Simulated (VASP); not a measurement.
Set up this calculation in VASP 6.6.1, as the native input.

| Property | Result |
| --- | --- |
| Task | single point |
| Functional | PBE |
| Potentials or basis | VASP PAW PBE potentials, release 64 (B, N) |
| Cutoff | 520 eV |
| k mesh | 12 × 12 × 12 |
| Occupations | gaussian, width 0.05 eV |
| Spin | no spin polarisation |
| Dipole correction | no |
| Further INCAR settings | ALGO = Normal; EDIFF = 1e-07; NBANDS = 11 |

The structure of BN lies in POSCAR:

```
BN
1.0
    0.0000000000      1.8123485119      1.9210894226
    1.8123485119      0.0000000000      1.9210894226
    1.8123485119      1.8123485119      0.0000000000
B N
1 1
Direct
    0.0000000000      0.0000000000      0.0000000000
    0.7500000000      0.7500000000      0.7500000000
```

This cell differs from its parent crystal: strain +0.0600 x Voigt [0, 0, 1, 0, 0, 0].

These files were run (other wordings do the same):

INCAR

```
SYSTEM = BN
PREC = Accurate
ENCUT = 520
EDIFF = 1E-7
ISMEAR = 0
SIGMA = 0.05
LREAL = .False.
LASPH = .True.
NELM = 60
ALGO = Normal
ISIF = 2
LWAVE = .False.
LCHARG = .False.
GGA = PE
NBANDS = 11
```

KPOINTS

```
Automatic mesh
0
Gamma
  12 12 12
  0 0 0
```

Potentials or basis: VASP PAW PBE potentials, release 64 (B, N).

The run is started by

```sh
$ cat potpaw_PBE.64/B/POTCAR potpaw_PBE.64/N/POTCAR > POTCAR
$ mpirun -np 1 vasp_std > vasp.out
```

Results of the run:

```
Pressure               : -19.4 GPa
Band gap on the k mesh : 3.89 eV, indirect (least direct gap 8.19 eV)
```

Caveat: the cell differs from its parent crystal (strain +0.0600 x Voigt [0, 0, 1, 0, 0, 0]).

Run time: 23 s on 1 thread of Intel(R) Xeon(R) Platinum 8259CL CPU @ 2.50GHz (Skylake/Cascade Lake) (shared host), peak memory 0.13 GiB.
